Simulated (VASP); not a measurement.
ZnF2, 6 atoms in the cell. Symmetry: P4_2/mnm, No. 136, tetragonal system. The conventional cell has a = 4.800 Å, b = 4.800 Å, c = 3.175 Å, α = 90.00°, β = 90.00°, γ = 90.00°. Within 2.7 Å of Zn (site symmetry mmm) lie 6 F at 2.07 Å. F (site symmetry m2m) has 3 Zn at 2.07 Å and 1 F at 2.66 Å within 2.7 Å. 

| Item | Value |
| --- | --- |
| Program | VASP 6.6.1 |
| Task | single point |
| Functional | PBE |
| Potentials or basis | VASP PAW PBE potentials, release 64 (Zn, F) |
| Cutoff | 600 eV |
| k mesh | 6 × 6 × 8 |
| Occupations | gaussian, width 0.02 eV |
| Spin | no spin polarisation |
| Dipole correction | no |
| Further INCAR settings | ALGO = Normal; EDIFF = 1e-06; NBANDS = 35 |

Potentials or basis: VASP PAW PBE potentials, release 64 (Zn, F).

The run is started by

```bash
$ cat potpaw_PBE.64/Zn/POTCAR potpaw_PBE.64/F/POTCAR > POTCAR
$ mpirun -np 1 vasp_std > vasp.out
```

Hardware: 1 thread of AMD EPYC 9R45 96-Core Processor (Zen 5), with other jobs on the host.

Q: How long does it take, and how much memory?

A: Run time: 77 s on 1 thread of AMD EPYC 9R45 96-Core Processor (Zen 5), on a shared host, peak memory 0.24 GiB. Counts: scf iterations 15, k points 50.
